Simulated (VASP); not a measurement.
# Ga3Sb (I4/mmm) in VASP: single point with LDA

Aim: the single point of Ga3Sb with LDA.

Everything below comes from runs of VASP 6.6.1. Logs are shortened: lines on timing, memory, paths and dates and some standing lists are left out, and cuts for length are marked.

### Step 1. The cell of the first run

Symmetry: I4/mmm, No. 139, tetragonal system. The conventional cell has a = 4.442 Å, b = 4.442 Å, c = 8.146 Å, α = 90.00°, β = 90.00°, γ = 90.00°. Within 4.0 Å of Ga (site symmetry -4m2) lie 8 Ga at 3.01 to 3.14 Å and 4 Sb at 3.01 Å. Ga (site symmetry 4/mmm) has 8 Ga at 3.01 Å and 4 Sb at 3.14 Å within 4.0 Å. Within 4.0 Å of Sb (site symmetry 4/mmm) lie 12 Ga at 3.01 to 3.14 Å.

### Step 2. Single point, LDA

File INCAR:

```
  PREC = Accurate
  ENCUT = 520
  EDIFF = 1E-6
  ISMEAR = 0
  SIGMA = 0.1
  LREAL = False
  LASPH = True
  NELM = 80
  ALGO = Fast
  ISIF = 2
  LWAVE = False
  LCHARG = False
  NBANDS = 30
```

File KPOINTS:

```
regular mesh
0
Gamma
  14 14 14
```

File POSCAR:

```
Ga3Sb
1.0
   -2.2208265650      2.2208265650      4.0731874352
    2.2208265650     -2.2208265650      4.0731874352
    2.2208265650      2.2208265650     -4.0731874352
Ga Sb
3 1
Direct
    0.7500000000      0.2500000000      0.5000000000
    0.2500000000      0.7500000000      0.5000000000
    0.5000000000      0.5000000000      0.0000000000
    0.0000000000      0.0000000000      0.0000000000
```

Potentials or basis: VASP PAW LDA potentials, release 64 (Ga_d, Sb).

Run with:

```
cat potpaw_LDA.64/Ga_d/POTCAR potpaw_LDA.64/Sb/POTCAR > POTCAR
mpirun -np 1 vasp_std > vasp.out
```

OUTCAR:

```text
PREC = Accurate
   ENCUT = 520
   EDIFF = 1E-6
   ISMEAR = 0
   LREAL = False
   LASPH = True
   NELM = 80
   ISIF = 2

 ion  position               nearest neighbor table
   1  0.750  0.250  0.500-   4 3.01   4 3.01   4 3.01   4 3.01
   2  0.250  0.750  0.500-   4 3.01   4 3.01   4 3.01   4 3.01
   3  0.500  0.500  0.000-   4 3.14   4 3.14   4 3.14   4 3.14
   4  0.000  0.000  0.000-   1 3.01   2 3.01   1 3.01   2 3.01   1 3.01   2 3.01   1 3.01   2 3.01
                             3 3.14   3 3.14   3 3.14   3 3.14

  LATTYP: Found a body centered tetragonal cell.
 ALAT       =     4.4416531300
 C/A-ratio  =     1.8340862359

  Lattice vectors:

 A1 = (  -2.2208265650,   2.2208265650,   4.0731874352)
 A2 = (   2.2208265650,  -2.2208265650,   4.0731874352)
 A3 = (   2.2208265650,   2.2208265650,  -4.0731874352)

Analysis of symmetry for initial positions (statically):
=====================================================================
 Subroutine PRICEL returns:
 Original cell was already a primitive cell.

 Routine SETGRP: Setting up the symmetry group for a
 body centered tetragonal supercell.

 Subroutine GETGRP returns: Found 16 space group operations
 (whereof 16 operations were pure point group operations)
 out of a pool of 16 trial point group operations.

The static configuration has the point symmetry D_4h.

Analysis of symmetry for dynamics (positions and initial velocities):
=====================================================================
 Subroutine PRICEL returns:
 Original cell was already a primitive cell.

 Routine SETGRP: Setting up the symmetry group for a
 body centered tetragonal supercell.

 Subroutine GETGRP returns: Found 16 space group operations
 (whereof 16 operations were pure point group operations)
 out of a pool of 16 trial point group operations.

The dynamic configuration has the point symmetry D_4h.

 Subroutine INISYM returns: Found 16 space group operations
 (whereof 16 operations are pure point group operations),
 and found     1 'primitive' translations

----------------------------------------------------------------------------------------

                                     Primitive cell

  volume of cell :      80.3570

  direct lattice vectors                    reciprocal lattice vectors
    -2.220826565  2.220826565  4.073187435     0.000000000  0.225141399  0.122753988
     2.220826565 -2.220826565  4.073187435     0.225141399  0.000000000  0.122753988
     2.220826565  2.220826565 -4.073187435     0.225141399  0.225141399  0.000000000

  length of vectors
     5.143442150  5.143442150  5.143442150     0.256431650  0.256431650  0.318398020

  position of ions in fractional coordinates (direct lattice)
     0.750000000  0.250000000  0.500000000
     0.250000000  0.750000000  0.500000000
     0.500000000  0.500000000  0.000000000
     0.000000000  0.000000000  0.000000000

  ion indices of the primitive-cell ions
   primitive index   ion index
                 1           1
                 2           2
                 3           3
                 4           4

----------------------------------------------------------------------------------------

 KPOINTS: regular mesh

Automatic generation of k-mesh.
 Grid dimensions read from file:
 generate k-points for:   14   14   14

 Generating k-lattice:

  Cartesian coordinates                     Fractional coordinates (reciprocal lattice)
     0.000000000  0.016081529  0.008768142     0.071428571  0.000000000  0.000000000
     0.016081529  0.000000000  0.008768142     0.000000000  0.071428571  0.000000000
     0.016081529  0.016081529  0.000000000     0.000000000  0.000000000  0.071428571

  Length of vectors
     0.018316546  0.018316546  0.022742716

  Shift w.r.t. Gamma in fractional coordinates (k-lattice)
     0.000000000  0.000000000  0.000000000

 Subroutine IBZKPT returns following result:
 ===========================================

 Found    244 irreducible k-points:

 Following reciprocal coordinates:
            Coordinates               Weight
  0.000000  0.000000  0.000000      1.000000
  0.071429 -0.000000  0.000000      8.000000
  0.142857  0.000000  0.000000      8.000000
  0.214286  0.000000  0.000000      8.000000
  0.285714  0.000000  0.000000      8.000000
  0.357143  0.000000  0.000000      8.000000
[... 16 lines left out ...]
  0.214286  0.142857 -0.000000     16.000000
  0.285714  0.142857 -0.000000     16.000000
 [... further k-points ...]
   k-points           NKPTS =    244   k-points in BZ     NKDIM =    244   number of bands    NBANDS=     30
   number of dos      NEDOS =    301   number of ions     NIONS =      4
   total plane-waves  NPLWV =  64000
   dimension x,y,z NGX =    40 NGY =   40 NGZ =   40
   dimension x,y,z NGXF=    80 NGYF=   80 NGZF=   80
   ions per type =               3   1
   NGX,Y,Z   is equivalent  to a cutoff of  12.93, 12.93, 12.93 a.u.
   NGXF,Y,Z  is equivalent  to a cutoff of  25.86, 25.86, 25.86 a.u.
 SYSTEM =  unknown system
   PREC   = accura    normal or accurate (medium, high low for compatibility)
   ISTART =      0    job   : 0-new  1-cont  2-samecut
   ICHARG =      2    charge: 1-file 2-atom 10-const
   ISPIN  =      1    spin polarized calculation?
   LNONCOLLINEAR =      F non collinear calculations
   LSORBIT =      F    spin-orbit coupling
   LASPH  =      T    aspherical Exc in radial PAW
   ENCUT  =  520.0 eV  38.22 Ry    6.18 a.u.   9.56  9.56  9.56*2*pi/ulx,y,z
   NELM   =     80;   NELMIN=  2; NELMDL= -5     # of ELM steps
   EDIFF  = 0.1E-05   stopping-criterion for ELM
   LREAL  =      F    real-space projection
   EDIFFG = 0.1E-04   stopping-criterion for IOM
   NSW    =      0    number of steps for IOM
   IBRION =     -1    ionic relax: 0-MD 1-quasi-New 2-CG
   NFREE  =      0    steps in history (QN), initial steepest desc. (CG)
   ISIF   =      2    stress and relaxation
   ISYM   =      2    0-nonsym 1-usesym 2-fastsym
   POTIM  = 0.5000    time-step for ionic-motion
   TEBEG  =    0.0;   TEEND  =   0.0 temperature during run
   PSTRESS=    0.0 pullay stress
   NELECT =      44.0000    total number of electrons
   NUPDOWN=      -1.0000    fix difference up-down
   EMIN   =  10.00;   EMAX   =-10.00  energy-range for DOS
   EFERMI =   0.00;   METHOD = LEGACY
   ISMEAR =     0;   SIGMA  =   0.10  broadening in eV -4-tet -1-fermi 0-gaus
   EFERMI_NEDOS =   21; number of points for ismear=-14 and -15
   IALGO  =     68    algorithm
   IMIX   =      4    mixing-type and parameters
     AMIX     =   0.40;   BMIX     =  1.00
     AMIX_MAG =   1.60;   BMIX_MAG =  1.00
  volume/ion in A,a.u.               =      20.09       135.57
  Fermi-wavevector in a.u.,A,eV,Ry     =   1.339320  2.530949 24.405848  1.793779
  Thomas-Fermi vector in A             =   2.467721
   LORBIT       =      0    0 simple, 1 ext, 2 COOP (PROOUT), +10 PAW based schemes
   GGA     = CA    functional components
   LHFCALC =     F    Hartree Fock is set to
   AEXX    =    0.0000 exact exchange contribution
   IVDW    =     0    specifies the selected vdW correction
   LEPSILON=     F    determine dielectric tensor
   LRPA    =     F    only Hartree local field effects (RPA)
 non-spin polarized calculation
 RMM-DIIS sequential band-by-band and
 Gauss-broadening in eV      SIGMA  =   0.10
  energy-cutoff  :      520.00
  volume of cell :       80.36
 maximum number of plane-waves:      2183
 NGX is ok and might be reduce to    40
   NGX = 19   NGY = 19   NGZ = 19

 number of electron      44.0000027 magnetization

 Free energy of the ion-electron system (eV)
  ---------------------------------------------------
  ext. energy  EPLUGINS =         0.00000000
  ---------------------------------------------------
  free energy    TOTEN  =       -15.21715949 eV

  energy without entropy =      -15.21090199  energy(sigma->0) =      -15.21403074

 E-fermi :   6.7852     XC(G=0): -11.1991

 val. band max:        6.7765195282   @ k =   0.4286   0.2143   0.0000
 cond. band min:       6.7874268458   @ k =  -0.0714  -0.1429   0.0714
 fundamental gap:      0.0109073177
 Fermi energy:         6.7851508798

 k-point     1 :       0.0000    0.0000    0.0000
  band No.  band energies     occupation
      1      -8.3277      2.00000
      2      -8.2974      2.00000
      3      -8.2706      2.00000
      4      -8.2541      2.00000
      5      -8.2541      2.00000
      6      -8.2386      2.00000
[... 22 lines left out ...]
     29      12.9716      0.00000
     30      13.2899      0.00000

 k-point     2 :       0.0714   -0.0000    0.0000
  band No.  band energies     occupation
      1      -8.3251      2.00000
      2      -8.2967      2.00000
      3      -8.2723      2.00000
      4      -8.2606      2.00000
      5      -8.2546      2.00000
      6      -8.2372      2.00000
[... 22 lines left out ...]
     29      13.3047      0.00000
     30      13.6241      0.00000

 k-point     3 :       0.1429    0.0000    0.0000
  band No.  band energies     occupation
      1      -8.3175      2.00000
      2      -8.2964      2.00000
      3      -8.2723      2.00000
      4      -8.2713      2.00000
      5      -8.2556      2.00000
      6      -8.2320      2.00000
[... 22 lines left out ...]
     29      14.1259      0.00000
     30      14.4499      0.00000

 k-point     4 :       0.2143    0.0000    0.0000
  band No.  band energies     occupation
      1      -8.3055      2.00000
      2      -8.2979      2.00000
      3      -8.2815      2.00000
      4      -8.2650      2.00000
      5      -8.2563      2.00000
      6      -8.2240      2.00000
[... 616 lines left out ...]
     29      13.2052      0.00000
     30      13.5825      0.00000

 k-point    23 :       0.2143    0.1429   -0.0000
  band No.  band energies     occupation
      1      -8.3167      2.00000
      2      -8.2946      2.00000
      3      -8.2818      2.00000
      4      -8.2673      2.00000
      5      -8.2467      2.00000
      6      -8.2305      2.00000
[... 22 lines left out ...]
     29      11.9442      0.00000
     30      14.1371      0.00000

 k-point    24 :       0.2857    0.1429   -0.0000
  band No.  band energies     occupation
      1      -8.3175      2.00000
      2      -8.2855      2.00000
      3      -8.2805      2.00000
      4      -8.2578      2.00000
      5      -8.2494      2.00000
      6      -8.2159      2.00000
[... 22 lines left out ...]
     29      12.4181      0.00000
     30      14.4730      0.00000

 [... further k-points ...]
[... 5 lines left out ...]
  --------------------------------------------------------------------------------------
  -------------------------------------------------------------------------------------
  Total        0.0627508      0.0627508      0.0368029      0.0000000      0.0000000      0.0000000
  in kB        1.2511418      1.2511418      0.7337843      0.0000000      0.0000000      0.0000000
  external PRESSURE =       1.0786893 kB  Pullay stress =       0.0000000 kB

 VOLUME and BASIS-vectors are now :
 -----------------------------------------------------------------------------
  energy-cutoff  :      520.00
  volume of cell :       80.36
      direct lattice vectors                 reciprocal lattice vectors
    -2.220826565  2.220826565  4.073187435     0.000000000  0.225141399  0.122753988
     2.220826565 -2.220826565  4.073187435     0.225141399  0.000000000  0.122753988
     2.220826565  2.220826565 -4.073187435     0.225141399  0.225141399  0.000000000

 POSITION                                       TOTAL-FORCE (eV/Angst)
 -----------------------------------------------------------------------------------
     -0.00000      2.22083      2.03659         0.000000      0.000000      0.000000
      2.22083     -0.00000      2.03659         0.000000     -0.000000     -0.000000
      0.00000      0.00000      4.07319        -0.000000     -0.000000      0.000000
      0.00000      0.00000      0.00000        -0.000000     -0.000000      0.000000
 -----------------------------------------------------------------------------------
    total drift:                               -0.000000     -0.000000      0.000000

  FREE ENERGIE OF THE ION-ELECTRON SYSTEM (eV)
  ---------------------------------------------------
  free  energy   TOTEN  =       -15.2171594933 eV

  energy  without entropy=      -15.2109019887  energy(sigma->0) =      -15.21403074
```

It took 4.4 min on 1 thread of Intel Xeon 6975P-C (Granite Rapids), shared host; peak memory 0.56 GiB.

What came out:

```yaml
Free_energy: -15.2172 eV
Pressure: 0.1 GPa
Band_gap_on_the_k_mesh: zero (band 22 reaches 9.65 eV, above the bottom of band 23 at 4.93 eV)
```

Caveat: spin-orbit coupling is left out, which moves the levels of the heavy elements.
